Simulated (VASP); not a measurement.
Input of a VASP 6.6.1 run:

Contents of INCAR:

```
SYSTEM = LiI3F2
PREC = Accurate ; ENCUT = 520
EDIFF = 1E-6 ; ISMEAR = 0
SIGMA = 0.1 ; LREAL = .False.
LASPH = .True. ; NELM = 80
ALGO = Normal ; ISIF = 2
LWAVE = .False. ; LCHARG = .False.
GGA = PE ; NBANDS = 28
```

File KPOINTS:

```
regular mesh
0
Gamma
  6 6 8
  0 0 0
```

Contents of POSCAR:

```
LiI3F2
1.0
    6.2302746830      0.0000000000      0.0000000000
   -3.1151373415      5.3955761480      0.0000000000
    0.0000000000      0.0000000000      5.0797276901
Li I F
1 3 2
Direct
    0.0000000000      0.0000000000      0.0000000000
    0.5000000000      0.0000000000      0.5000000000
    0.5000000000      0.5000000000      0.5000000000
    0.0000000000      0.5000000000      0.5000000000
    0.3333333333      0.6666666667      0.0000000000
    0.6666666667      0.3333333333      0.0000000000
```

Potentials or basis: VASP PAW PBE potentials, release 64 (Li_sv, I, F).

Run with:

```sh
$ cat potpaw_PBE.64/Li_sv/POTCAR potpaw_PBE.64/I/POTCAR potpaw_PBE.64/F/POTCAR > POTCAR
$ mpirun -np 1 vasp_std > vasp.out
```

Task: Estimate the band gap on the k mesh.

Result: Zero (band 19 reaches 2.96 eV, above the bottom of band 20 at 1.92 eV).

Caveat: spin-orbit coupling is left out, which moves the levels of the heavy elements.
